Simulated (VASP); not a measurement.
Here is a VASP 6.6.1 calculation.

The input INCAR:

```
SYSTEM = CuAu
ALGO = Normal
EDIFF = 1E-6
ENCUT = 700
GGA_COMPAT = .FALSE.
ISIF = 2
ISMEAR = -1
LASPH = .TRUE.
LCHARG = .FALSE.
LREAL = .FALSE.
LWAVE = .FALSE.
NBANDS = 26
NELM = 120
PREC = Accurate
SIGMA = 0.05
```

The input KPOINTS:

```
k-points
0
G
  11 11 11
  0 0 0
```

POSCAR

```
CuAu
1.0
    1.4235536889      0.8218891055      4.1986478884
   -1.4235536889      0.8218891055      4.1986478884
    0.0000000000     -1.6437782110      4.1986478884
Au Cu
1 1
Direct
    0.0000000000      0.0000000000      0.0000000000
    0.5000000000      0.5000000000      0.5000000000
```

Potentials or basis: VASP PAW LDA potentials, release 64 (Au_sv_GW, Cu_sv_GW).

The run is started by

```console
$ cat potpaw_LDA.64/Au_sv_GW/POTCAR potpaw_LDA.64/Cu_sv_GW/POTCAR > POTCAR
$ mpirun -np 1 vasp_std > vasp.out
```

What does it give for the pressure?

-9.1 GPa.

Predict the band gap on the k mesh.

zero (band 19 reaches 9.96 eV, above the bottom of band 20 at 5.65 eV).

Stress tensor (GPa, compression positive):
```
-9.58  0.00  0.00
 0.00 -9.58  0.00
 0.00  0.00 -8.28
```

Caveat: spin-orbit coupling is left out, which moves the levels of the heavy elements.
